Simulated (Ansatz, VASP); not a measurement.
# KCl: VASP beside Ansatz

Contents of INCAR:

```
PREC = Accurate
ENCUT = 520
EDIFF = 1E-6
ISMEAR = 0
SIGMA = 0.01
LREAL = False
LASPH = True
NELM = 100
ALGO = Normal
ISIF = 2
LWAVE = False
LCHARG = False
GGA = PE
NBANDS = 24
```

Contents of KPOINTS:

```
Automatic mesh
0
Gamma
  6 6 4
```

The input POSCAR:

```
KCl
1.0
    5.3438034984      0.0000000000      0.0000000000
   -2.6719017492      4.6278695824      0.0000000000
    0.0000000000      0.0000000000      6.2391671764
K Cl
2 2
Direct
    0.3333333333      0.6666666667     -0.0625000000
    0.6666666667      0.3333333333      0.4375000000
    0.3333333333      0.6666666667      0.4375000000
    0.6666666667      0.3333333333      0.9375000000
```

Input for Ansatz:

```yaml
crystal:
  lattice:
    - [5.3438034984, 0.0, 0.0]
    - [-2.6719017492, 4.6278695824, 0.0]
    - [0.0, 0.0, 6.2391671764]
  atoms:
    - { symbol: K, position: [0.3333333333, 0.6666666667, -0.0625] }
    - { symbol: K, position: [0.6666666667, 0.3333333333, 0.4375] }
    - { symbol: Cl, position: [0.3333333333, 0.6666666667, 0.4375] }
    - { symbol: Cl, position: [0.6666666667, 0.3333333333, 0.9375] }
kpoints:
  mp_grid: { grid: [6, 6, 4] }
hamiltonian:
  xc: pbe
scf:
  occupations: { method: fixed }
output:
  optics:
    e_range: [0, 20]
    de: 0.05
    sigma: 0.1
    bands: { spectra_wanted_up_to: 20 }
  write_density: true
  write_potential: true
  elf: true
  volumetric_format: npy
```

Alike in both runs: task single point; functional PBE; k mesh 6 × 6 × 4; no spin polarisation.

|  | VASP | Ansatz |
| --- | --- | --- |
| version | VASP 6.6.1 | Ansatz 0.2.0 |
| potentials or method | VASP PAW PBE potentials, release 64 (K_sv, Cl) | plane waves, PAW |
| plane-wave cutoff (eV) | 520 | 420 |
| occupations | gaussian, width 0.01 eV | fixed |
| valence electrons in the cell | 32 | 32 |

|  | VASP | Ansatz | Ansatz less VASP |
| --- | --- | --- | --- |
| gap on the k mesh at the Fermi level (eV) | 4.77 | 4.77 | +0.001 |
